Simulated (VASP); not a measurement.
# GaSb: relaxation of cell and atoms with PBEsol

Crystal: GaSb.

```
CELL_PARAMETERS angstrom
0.00000 3.10991 3.10991
3.10991 0.00000 3.10991
3.10991 3.10991 0.00000
ATOMIC_POSITIONS crystal
Ga 0.00000 0.00000 0.00000
Sb 0.25000 0.25000 0.25000
```

```json
{
  "Program": "VASP 6.6.1",
  "Task": "relaxation of cell and atoms",
  "Functional": "PBEsol",
  "Potentials or basis": "VASP PAW PBE potentials, release 64 (Ga_d, Sb)",
  "Cutoff": "600 eV",
  "k mesh": "6 × 6 × 6",
  "Occupations": "fermi-dirac, width 0.02 eV",
  "Spin": "no spin polarisation",
  "Dipole correction": "no",
  "Further INCAR settings": "ALGO = Normal; EDIFF = 1e-06; IBRION = 2; EDIFFG = -0.005; NSW = 80; ISIF = 3"
}
```

```
Relaxed volume                         : 28.62 Å³/atom
Relaxed cell                           : a = 4.326 Å, b = 4.326 Å, c = 4.326 Å, α = 60.00°, β = 60.00°, γ = 60.00°
Space group after relaxing (to 0.05 Å) : F-43m (No. 216)
Energy gained by relaxing              : 10.6 meV/atom
Ionic steps                            : 5
Pressure after relaxing                : 0.0 GPa
Band gap on the k mesh                 : zero (filled and empty bands touch)
```

Step by step:
```
step  energy change (eV)  largest force (eV/Å)  pressure (GPa)  volume (Å³)
   1              0.0000                0.0000           -2.26        60.16
   2             -0.0201                0.0000            0.50        56.54
   3             -0.0213                0.0000            0.05        57.18
   4             -0.0213                0.0000           -0.03        57.24
   5             -0.0213                0.0000            0.00        57.24
```

Final structure:
```
Ga Sb
1.0
     0.00000    3.05885    3.05885
     3.05885    0.00000    3.05885
     3.05885    3.05885    0.00000
Ga Sb
1 1
Direct
  0.00000 0.00000 0.00000
  0.25000 0.25000 0.25000
```

Levels at points of the mesh, in eV from the Fermi level:
| k point | band 7 | band 8 | band 9 | band 10 | band 11 | band 12 |
| --- | --- | --- | --- | --- | --- | --- |
| (0.00, 0.00, 0.00) | -0.03 | -0.02 | -0.02 | -0.02 | 2.73 | 2.73 |
| (0.50, 0.00, 0.00) | -6.42 | -1.18 | -1.18 | 0.32 | 3.69 | 3.69 |
| (0.50, 0.50, 0.00) | -6.86 | -2.61 | -2.61 | 0.82 | 1.13 | 8.64 |

It took 46 s on 1 thread of Intel(R) Xeon(R) Platinum 8259CL CPU @ 2.50GHz (Skylake/Cascade Lake), on a shared host, peak memory 0.21 GiB.

Caveat: the PAW data sets were made with another functional, which shifts forces and pressure a little; spin-orbit coupling is left out, which moves the levels of the heavy elements.
